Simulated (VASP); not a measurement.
Hg: single point with HF+D3(BJ)

The system is Hg.

```
Hg
1.0
    -1.96624    1.96624    2.00826
     1.96624   -1.96624    2.00826
     1.96624    1.96624   -2.00826
Hg
1
Direct
  0.50000 0.50000 0.00000
```

```json
{
  "Program": "VASP 6.6.1",
  "Task": "single point",
  "Functional": "HF",
  "Dispersion": "D3(BJ)",
  "Potentials or basis": "VASP PAW PBE potentials, release 64 (Hg)",
  "Cutoff": "400 eV",
  "k mesh": "6 × 6 × 6",
  "Occupations": "fermi-dirac, width 0.1 eV",
  "Spin": "no spin polarisation"
}
```

The pressure is -5.7 GPa, the band gap on the k mesh is zero (bands 6 and 7 overlap by 4.93 eV) and the dispersion energy per atom is -1.217 eV.

Stress tensor (GPa, compression positive):
```
-6.30  0.00  0.00
 0.00 -6.30  0.00
 0.00  0.00 -4.49
```

Levels at points of the mesh, in eV from the Fermi level:
```tsv
k point	band 4	band 5	band 6	band 7	band 8	band 9
(0.00, 0.00, 0.00)	-13.26	-13.21	-12.62	18.13	18.18	18.19
(0.50, 0.00, 0.00)	-13.21	-12.78	-4.41	-1.17	12.38	13.37
(0.50, 0.50, 0.00)	-13.20	-12.77	-4.17	0.00	12.01	12.98
(0.50, 0.50, 0.50)	-12.88	-12.88	3.76	6.08	6.82	6.82
```

It took 16 min on 1 thread of Intel(R) Xeon(R) Platinum 8488C (Sapphire Rapids) (shared host), peak memory 0.16 GiB.

Caveat: the k points lie up to 0.37 Å⁻¹ apart, too coarse for converged energies and pressures of a metal; three body term missing; the PAW data sets were made with another functional, which shifts forces and pressure a little; spin-orbit coupling is left out, which moves the levels of the heavy elements.
